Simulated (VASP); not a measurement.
# CdTe: single point with LDA

The system is CdTe.

```xyz
2
Lattice="0.0000 2.9574 3.3365 3.3365 0.0000 3.3365 3.3365 2.9574 0.0000" Properties=species:S:1:pos:R:3 pbc="T T T"
Cd    0.0000    0.0000    0.0000
Te    5.0047    4.4361    5.0047
```

| Property | Result |
| --- | --- |
| Program | VASP 6.6.1 |
| Task | single point |
| Functional | LDA |
| Potentials or basis | VASP PAW LDA potentials, release 64 (Cd, Te) |
| Cutoff | 520 eV |
| k mesh | 8 × 8 × 8 |
| Occupations | gaussian, width 0.05 eV |
| Spin | no spin polarisation |

The pressure is 0.0 GPa. The band gap on the k mesh is 0.41 eV.

Stress tensor (GPa, compression positive):
```
-0.61  0.00  0.00
 0.00  1.10  0.00
 0.00  0.00 -0.61
```

Levels at points of the mesh, in eV from the valence-band top:
```tsv
k point	band 6	band 7	band 8	band 9	band 10	band 11	band 12	band 13
(0.00, 0.00, 0.00)	-8.30	-0.33	-0.33	0.00	0.41	4.34	4.37	4.37
(0.50, 0.00, 0.00)	-7.95	-4.85	-1.30	-0.76	1.38	4.55	5.41	6.80
(0.50, 0.50, 0.00)	-7.88	-4.90	-2.06	-1.88	2.35	2.69	8.19	8.23
(0.50, 0.00, 0.50)	-7.66	-4.29	-2.53	-2.53	1.73	1.92	8.93	8.93
```

It took 54 s on 1 thread of Intel(R) Xeon(R) Platinum 8559C (Emerald Rapids), on a shared host, peak memory 0.21 GiB.

Caveat: spin-orbit coupling is left out, which moves the levels of the heavy elements. As with any semilocal functional, this LDA gap is likely too small.
